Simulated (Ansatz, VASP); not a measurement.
**Two plane-wave programs on IrPt2**

```
Ir Pt
1.0
     2.76989    0.00000    0.00000
     0.00000    2.76989    0.00000
     0.00000    0.00000   11.93630
Ir Pt
2 4
Direct
  0.00000 0.50000 0.92332
  0.50000 0.00000 0.07668
  0.00000 0.50000 0.58570
  0.50000 0.00000 0.41430
  0.00000 0.50000 0.24193
  0.50000 0.00000 0.75807
```

Alike in both runs: functional PBE; k mesh 12 × 12 × 4; occupations gaussian, width 0.1 eV; no spin polarisation.

Ansatz relaxed the structure, and its values are those at the end. VASP's run is a single point on that final structure, the one shown.

```csv
,VASP,Ansatz
version,VASP 6.6.1,Ansatz 0.2.0
potentials or method,"VASP PAW PBE potentials, release 64 (Ir, Pt), cutoff 520 eV","scalar-relativistic, plane waves, PAW"
valence electrons in the cell,58,106
```

VASP gave:

```
gap on the k mesh at the Fermi level (eV) : none
pressure (GPa)                            : -0.2
rms of the force components (eV/Å)        : 0.017
```

Problem. Estimate Ansatz's values.

Solution. gap on the k mesh at the Fermi level (eV): none; pressure (GPa): 0.0; rms of the force components (eV/Å): 0.001.

A gap of «none» marks a metal or a gap that the smearing closes. VASP's potentials hold 58 valence electrons a cell and Ansatz's 106, so a difference there can come from the potentials and not from the codes.

Spin-orbit coupling is off throughout.
